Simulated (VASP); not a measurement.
Ca3Y:

```
Y Ca
1.0
     0.00000    4.03500    4.03500
     4.03500    0.00000    4.03500
     4.03500    4.03500    0.00000
Y Ca
1 3
Direct
  0.00000 0.00000 0.00000
  0.50000 0.50000 0.50000
  0.25000 0.25000 0.25000
  0.75000 0.75000 0.75000
```

```yaml
Program: VASP 6.6.1
Task: relaxation of cell and atoms
Functional: r2SCAN
Potentials_or_basis: VASP PAW PBE potentials, release 64 (Y_sv, Ca_sv)
Cutoff: 550 eV
k_mesh: 4 × 4 × 4
Occupations: fermi-dirac, width 0.05 eV
Spin: no spin polarisation
```

At the start: pressure 4.8 GPa; volume 32.85 Å³/atom.

Task: Where does the relaxation end?

Result: Over 4 steps the energy falls by 83.6 meV/atom and the volume is 39.20 Å³/atom (+19.3 %); space group Fm-3m (No. 225, to 0.1 Å) before and after.

Step by step:
| step | energy change (eV) | largest force (eV/Å) | pressure (GPa) | volume (Å³) |
| --- | --- | --- | --- | --- |
| 1 | 0.0000 | 0.0000 | 4.84 | 131.39 |
| 2 | -0.3208 | 0.0000 | 0.80 | 151.17 |
| 3 | -0.3333 | 0.0000 | -0.23 | 158.48 |
| 4 | -0.3345 | 0.0000 | 0.00 | 156.78 |

Final structure:
```yaml
crystal:
  lattice:
    - [0.00000, 4.27979, 4.27979]
    - [4.27979, 0.00000, 4.27979]
    - [4.27979, 4.27979, 0.00000]
  atoms:
    - { symbol: Y, position: [0.00000, 0.00000, 0.00000] }
    - { symbol: Ca, position: [0.50000, 0.50000, 0.50000] }
    - { symbol: Ca, position: [0.25000, 0.25000, 0.25000] }
    - { symbol: Ca, position: [0.75000, 0.75000, 0.75000] }
```

Caveat: the volume moved by over 15 % at a fixed basis, so the end points are rough; the PAW data sets were made with another functional, which shifts forces and pressure a little.
